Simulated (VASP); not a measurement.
# Si (P6_3/mmc) in VASP: notebook

Runs on Si. Level: LDA. Tasks: single point.

Program: VASP 6.6.1. These are calculated values, not measurements. Logs are shortened: lines on timing, memory, paths and dates and some standing lists are left out, and cuts for length are marked.

### Step 1. The cell of the first run

The structure is hexagonal, space group P6_3/mmc (No. 194). The conventional cell has a = 4.029 Å, b = 4.029 Å, c = 5.599 Å, α = 90.00°, β = 90.00°, γ = 120.00°. Si (site symmetry 3m) has 4 Si at 2.09 to 2.43 Å within 2.8 Å.

### Step 2. Single point, LDA (c/a of the conventional cell at fixed volume 1.3895)

Contents of INCAR:

```
SYSTEM = Si
ALGO = Normal ; EDIFF = 1E-7
ENCUT = 520 ; GGA = CA
ISIF = 2 ; ISMEAR = 0
LASPH = .TRUE. ; LCHARG = .FALSE.
LREAL = .FALSE. ; LWAVE = .FALSE.
NBANDS = 16 ; NELM = 80
PREC = Accurate ; SIGMA = 0.03
```

Contents of KPOINTS:

```
k-points
0
G
  12 12 6
  0 0 0
```

Contents of POSCAR:

```
Si
1.0
    4.0291929185      0.0000000000      0.0000000000
   -2.0145964593      3.4893834241      0.0000000000
    0.0000000000      0.0000000000      5.5985635602
Si
4
Direct
    0.3333333333      0.6666666667      0.0630360460
    0.6666666667      0.3333333333      0.5630360460
    0.3333333333      0.6666666667      0.4369639540
    0.6666666667      0.3333333333      0.9369639540
```

Potentials or basis: VASP PAW LDA potentials, release 64 (Si).

The run is started by

```bash
$ cat potpaw_LDA.64/Si/POTCAR > POTCAR
$ mpirun -np 1 vasp_std > vasp.out
```

OUTCAR:

```text
SYSTEM = Si
   EDIFF = 1E-7
   ENCUT = 520
   GGA = CA
   ISIF = 2
   ISMEAR = 0
   LASPH = .TRUE.
   LREAL = .FALSE.
   NELM = 80
   PREC = Accurate

 ion  position               nearest neighbor table
   1  0.333  0.667  0.063-   3 2.09   4 2.43   4 2.43   4 2.43
   2  0.667  0.333  0.563-   4 2.09   3 2.43   3 2.43   3 2.43
   3  0.333  0.667  0.437-   1 2.09   2 2.43   2 2.43   2 2.43
   4  0.667  0.333  0.937-   2 2.09   1 2.43   1 2.43   1 2.43

  LATTYP: Found a hexagonal cell.
 ALAT       =     4.0291929185
 C/A-ratio  =     1.3895000000

  Lattice vectors:

 A1 = (   4.0291929185,   0.0000000000,   0.0000000000)
 A2 = (  -2.0145964593,   3.4893834241,   0.0000000000)
 A3 = (   0.0000000000,   0.0000000000,   5.5985635602)

Analysis of symmetry for initial positions (statically):
=====================================================================
 Subroutine PRICEL returns:
 Original cell was already a primitive cell.

 Routine SETGRP: Setting up the symmetry group for a
 hexagonal supercell.

 Subroutine GETGRP returns: Found 24 space group operations
 (whereof 12 operations were pure point group operations)
 out of a pool of 24 trial point group operations.

The static configuration has the point symmetry D_3d.
 The point group associated with its full space group is D_6h.

Analysis of symmetry for dynamics (positions and initial velocities):
=====================================================================
 Subroutine PRICEL returns:
 Original cell was already a primitive cell.

 Routine SETGRP: Setting up the symmetry group for a
 hexagonal supercell.

 Subroutine GETGRP returns: Found 24 space group operations
 (whereof 12 operations were pure point group operations)
 out of a pool of 24 trial point group operations.

The dynamic configuration has the point symmetry D_3d.
 The point group associated with its full space group is D_6h.

 Subroutine INISYM returns: Found 24 space group operations
 (whereof 12 operations are pure point group operations),
 and found     1 'primitive' translations

----------------------------------------------------------------------------------------

                                     Primitive cell

  volume of cell :      78.7124

  direct lattice vectors                    reciprocal lattice vectors
     4.029192918  0.000000000  0.000000000     0.248188662  0.143291791  0.000000000
[... 88 lines left out ...]
   ENCUT  =  520.0 eV  38.22 Ry    6.18 a.u.   7.49  7.49 10.41*2*pi/ulx,y,z
   NELM   =     80;   NELMIN=  2; NELMDL= -5     # of ELM steps
   EDIFF  = 0.1E-06   stopping-criterion for ELM
   LREAL  =      F    real-space projection
   EDIFFG = 0.1E-05   stopping-criterion for IOM
   NSW    =      0    number of steps for IOM
   IBRION =     -1    ionic relax: 0-MD 1-quasi-New 2-CG
   NFREE  =      0    steps in history (QN), initial steepest desc. (CG)
   ISIF   =      2    stress and relaxation
   ISYM   =      2    0-nonsym 1-usesym 2-fastsym
   POTIM  = 0.5000    time-step for ionic-motion
   TEBEG  =    0.0;   TEEND  =   0.0 temperature during run
   PSTRESS=    0.0 pullay stress
   NELECT =      16.0000    total number of electrons
   NUPDOWN=      -1.0000    fix difference up-down
   EMIN   =  10.00;   EMAX   =-10.00  energy-range for DOS
   EFERMI =   0.00;   METHOD = LEGACY
   ISMEAR =     0;   SIGMA  =   0.03  broadening in eV -4-tet -1-fermi 0-gaus
   EFERMI_NEDOS =   21; number of points for ismear=-14 and -15
   IALGO  =     38    algorithm
   IMIX   =      4    mixing-type and parameters
     AMIX     =   0.40;   BMIX     =  1.00
     AMIX_MAG =   1.60;   BMIX_MAG =  1.00
  volume/ion in A,a.u.               =      19.68       132.79
  Fermi-wavevector in a.u.,A,eV,Ry     =   0.962573  1.818999 12.606436  0.926547
  Thomas-Fermi vector in A             =   2.092044
   LORBIT       =      0    0 simple, 1 ext, 2 COOP (PROOUT), +10 PAW based schemes
   GGA     = CA    functional components
   LHFCALC =     F    Hartree Fock is set to
   AEXX    =    0.0000 exact exchange contribution
   IVDW    =     0    specifies the selected vdW correction
   LEPSILON=     F    determine dielectric tensor
   LRPA    =     F    only Hartree local field effects (RPA)
 non-spin polarized calculation
 Gauss-broadening in eV      SIGMA  =   0.03
  energy-cutoff  :      520.00
  volume of cell :       78.71
 maximum number of plane-waves:      2144
 NGX is ok and might be reduce to    30
   NGX = 15   NGY = 15   NGZ = 21

 number of electron      15.9999999 magnetization

 Free energy of the ion-electron system (eV)
  ---------------------------------------------------
  ext. energy  EPLUGINS =         0.00000000
  ---------------------------------------------------
  free energy    TOTEN  =       -22.46574525 eV

  energy without entropy =      -22.46517528  energy(sigma->0) =      -22.46546027

 E-fermi :   5.9445     XC(G=0):  -9.6475

 val. band max:        5.9376901633   @ k =   0.0833   0.0000   0.1667
 cond. band min:       5.9501626558   @ k =   0.0833   0.0000   0.0000
 fundamental gap:      0.0124724925
 Fermi energy:         5.9445265198

 k-point     1 :       0.0000    0.0000    0.0000
  band No.  band energies     occupation
      1      -6.2566      2.00000
      2      -2.5137      2.00000
      3      -1.4703      2.00000
      4       3.7220      2.00000
      5       3.7220      2.00000
      6       5.3455      2.00000
[... 433 lines left out ...]
      3      -1.1024      2.00000
      4       1.5304      2.00000
      5       1.7596      2.00000
      6       2.7691      2.00000
[... 8 lines left out ...]
     15      12.3203      0.00000
     16      13.2273      0.00000

 [... further k-points ...]
[... 5 lines left out ...]
  --------------------------------------------------------------------------------------
  -------------------------------------------------------------------------------------
  Total       -5.6714785     -5.6714785     18.6851579      0.0000000      0.0000000      0.0000000
  in kB     -115.4419099   -115.4419099    380.3329787      0.0000000      0.0000000      0.0000000
  external PRESSURE =      49.8163863 kB  Pullay stress =       0.0000000 kB

 VOLUME and BASIS-vectors are now :
 -----------------------------------------------------------------------------
  energy-cutoff  :      520.00
  volume of cell :       78.71
      direct lattice vectors                 reciprocal lattice vectors
     4.029192918  0.000000000  0.000000000     0.248188662  0.143291791  0.000000000
    -2.014596459  3.489383424  0.000000000     0.000000000  0.286583582  0.000000000
     0.000000000  0.000000000  5.598563560     0.000000000  0.000000000  0.178617245

 POSITION                                       TOTAL-FORCE (eV/Angst)
 -----------------------------------------------------------------------------------
     -0.00000      2.32626      0.35291        -0.000000      0.000000     -3.217416
      2.01460      1.16313      3.15219         0.000000      0.000000     -3.217416
     -0.00000      2.32626      2.44637         0.000000      0.000000      3.217416
      2.01460      1.16313      5.24565         0.000000     -0.000000      3.217416
 -----------------------------------------------------------------------------------
    total drift:                               -0.000000      0.000000     -0.000000

  FREE ENERGIE OF THE ION-ELECTRON SYSTEM (eV)
  ---------------------------------------------------
  free  energy   TOTEN  =       -22.4657452539 eV

  energy  without entropy=      -22.4651752845  energy(sigma->0) =      -22.46546027
```

OSZICAR:

```text
N       E                     dE             d eps       ncg     rms          rms(c)
DAV:   1     0.261470058074E+02    0.26147E+02   -0.60314E+03  2432   0.824E+02
DAV:   2    -0.212744157485E+02   -0.47421E+02   -0.43116E+02  3296   0.123E+02
DAV:   3    -0.232179638320E+02   -0.19435E+01   -0.19066E+01  3392   0.234E+01
DAV:   4    -0.232441675366E+02   -0.26204E-01   -0.26194E-01  3016   0.344E+00
DAV:   5    -0.232446742189E+02   -0.50668E-03   -0.50666E-03  3368   0.459E-01    0.769E+00
DAV:   6    -0.226707120510E+02    0.57396E+00   -0.33275E-01  3016   0.301E+00    0.447E+00
DAV:   7    -0.224672666866E+02    0.20345E+00   -0.55482E-01  3032   0.368E+00    0.629E-01
DAV:   8    -0.224656399349E+02    0.16268E-02   -0.66626E-02  2864   0.153E+00    0.481E-01
DAV:   9    -0.224669100997E+02   -0.12702E-02   -0.38646E-03  3168   0.371E-01    0.185E-01
DAV:  10    -0.224658535417E+02    0.10566E-02   -0.41500E-03  2992   0.362E-01    0.102E-01
DAV:  11    -0.224657512379E+02    0.10230E-03   -0.38857E-04  2848   0.119E-01    0.635E-02
DAV:  12    -0.224657659949E+02   -0.14757E-04   -0.16003E-05  3400   0.243E-02    0.174E-01
DAV:  13    -0.224657449369E+02    0.21058E-04   -0.38146E-05  3208   0.348E-02    0.256E-02
DAV:  14    -0.224657453707E+02   -0.43373E-06   -0.49782E-06  2888   0.120E-02    0.141E-02
DAV:  15    -0.224657455032E+02   -0.13258E-06   -0.12942E-07  2312   0.225E-03    0.177E-02
DAV:  16    -0.224657452509E+02    0.25232E-06   -0.36390E-07  3152   0.338E-03    0.272E-03
DAV:  17    -0.224657452539E+02   -0.30041E-08   -0.60199E-08  1664   0.131E-03
   1 F= -.22465745E+02 E0= -.22465460E+02  d E =-.569969E-03
```

Run time: 84 s. Hardware: 1 thread of Intel Xeon 6975P-C, shared host; peak memory 0.19 GiB.

Results:

```yaml
Free_energy: -22.4657 eV
Pressure: 5.0 GPa
Largest_force: 3.217 eV/Å
Band_gap_on_the_k_mesh: zero (band 8 reaches 6.43 eV, above the bottom of band 9 at 5.70 eV)
```

Forces on the atoms (eV/Å):
```
Si   0.000  0.000 -3.217
Si   0.000  0.000 -3.217
Si   0.000  0.000  3.217
Si   0.000  0.000  3.217
```

Caveat: forces of over 1 eV/Å act on the atoms, so gaps and moduli don't describe the material at rest.

### Step 3. Single point, LDA (c/a of the conventional cell at fixed volume 1.5219)

Contents of INCAR:

```
  PREC = Accurate
  ENCUT = 520
  EDIFF = 1E-7
  ISMEAR = 0
  SIGMA = 0.03
  LREAL = F
  LASPH = T
  NELM = 80
  ALGO = Normal
  ISIF = 2
  LWAVE = F
  LCHARG = F
  GGA = CA
  NBANDS = 16
```

Contents of KPOINTS:

```
Automatic mesh
0
Gamma
  12 12 6
```

Contents of POSCAR:

```
Si
1.0
    3.9087888130      0.0000000000      0.0000000000
   -1.9543944065      3.3851104101      0.0000000000
    0.0000000000      0.0000000000      5.9487856945
Si
4
Direct
    0.3333333333      0.6666666667      0.0439541821
    0.6666666667      0.3333333333      0.5439541821
    0.3333333333      0.6666666667      0.4560458179
    0.6666666667      0.3333333333      0.9560458179
```

Potentials or basis: VASP PAW LDA potentials, release 64 (Si).

The run is started by

```bash
$ cat potpaw_LDA.64/Si/POTCAR > POTCAR
$ mpirun -np 1 vasp_std > vasp.out
```

Wall time 70 s (1 thread of Intel Xeon 6975P-C, shared host); peak memory 0.2 GiB.

It converged, with:

```yaml
Free_energy: -23.3655 eV
Pressure: -0.5 GPa
Largest_force: 1.386 eV/Å
Band_gap_on_the_k_mesh: zero (band 8 reaches 6.50 eV, above the bottom of band 9 at 5.83 eV)
```

Forces on the atoms (eV/Å):
```
Si   0.000  0.000  1.386
Si   0.000  0.000  1.386
Si   0.000  0.000 -1.386
Si   0.000  0.000 -1.386
```

Stress tensor (GPa, compression positive):
```
-1.50  0.00  0.00
 0.00 -1.50  0.00
 0.00  0.00  1.40
```

Levels at points of the mesh, in eV from the Fermi level:
| k point | band 4 | band 5 | band 6 | band 7 | band 8 | band 9 | band 10 | band 11 | band 12 | band 13 |
| --- | --- | --- | --- | --- | --- | --- | --- | --- | --- | --- |
| (0.00, 0.00, 0.00) | -2.17 | -2.17 | -0.47 | -0.47 | -0.29 | 0.91 | 1.67 | 1.67 | 2.84 | 3.59 |
| (0.50, 0.00, 0.00) | -6.01 | -4.42 | -3.59 | -2.67 | -1.76 | -0.37 | 2.17 | 3.50 | 3.99 | 5.09 |
| (0.00, 0.00, 0.50) | -3.28 | -1.49 | -1.49 | -1.49 | -1.49 | 0.73 | 0.73 | 2.59 | 2.59 | 2.59 |
| (0.50, 0.00, 0.50) | -7.53 | -2.87 | -2.87 | -1.68 | -1.68 | 0.65 | 0.65 | 1.72 | 1.72 | 6.32 |

Caveat: forces of over 1 eV/Å act on the atoms, so gaps and moduli don't describe the material at rest.

(Continued in part 2 of 2.)
